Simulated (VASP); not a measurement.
Here is a VASP 6.6.1 calculation.

Contents of INCAR:

```
SYSTEM = SnO2
ALGO = Normal
EDIFF = 1E-6
ENCUT = 520
GGA = PS
ISIF = 2
ISMEAR = 0
LASPH = .True.
LCHARG = .True.
LELF = .True.
LREAL = .False.
LVHAR = .True.
LWAVE = .False.
NBANDS = 35
NELM = 60
PREC = Accurate
SIGMA = 0.1
```

File KPOINTS:

```
k-points
0
Gamma
  4 4 6
  0 0 0
```

The input POSCAR:

```
SnO2
1.0
    4.7880040000      0.0000000000      0.0000000000
    0.0000000000      4.8665820000      0.0000000000
    0.0000000000      0.0000000000      3.2408980000
Sn O
2 4
Direct
    0.5000000000      0.5000000000      0.5000000000
    0.0000000000      0.0000000000      0.0000000000
    0.2918550000      0.3210420000      0.0000000000
    0.7918550000      0.1789580000      0.5000000000
    0.2081450000      0.8210420000      0.5000000000
    0.7081450000      0.6789580000      0.0000000000
```

Potentials or basis: VASP PAW PBE potentials, release 64 (Sn_d, O).

Launch:

```sh
$ cat potpaw_PBE.64/Sn_d/POTCAR potpaw_PBE.64/O/POTCAR > POTCAR
$ mpirun -np 1 vasp_std > vasp.out
```

What does it give for the band gap on the k mesh?

0.72 eV, direct.

What does it give for the pressure?

-5.8 GPa.

What does it give for the largest force?

0.104 eV/Å.

Forces in eV/Å, atoms in the order of the input:
```
Sn   0.000  0.000  0.000
Sn   0.000  0.000  0.000
O    0.102 -0.018  0.000
O    0.102  0.018  0.000
O   -0.102 -0.018  0.000
O   -0.102  0.018  0.000
```

Caveat: the PAW data sets were made with another functional, which shifts forces and pressure a little; spin-orbit coupling is left out, which moves the levels of the heavy elements. As with any semilocal functional, this PBEsol gap is likely too small.
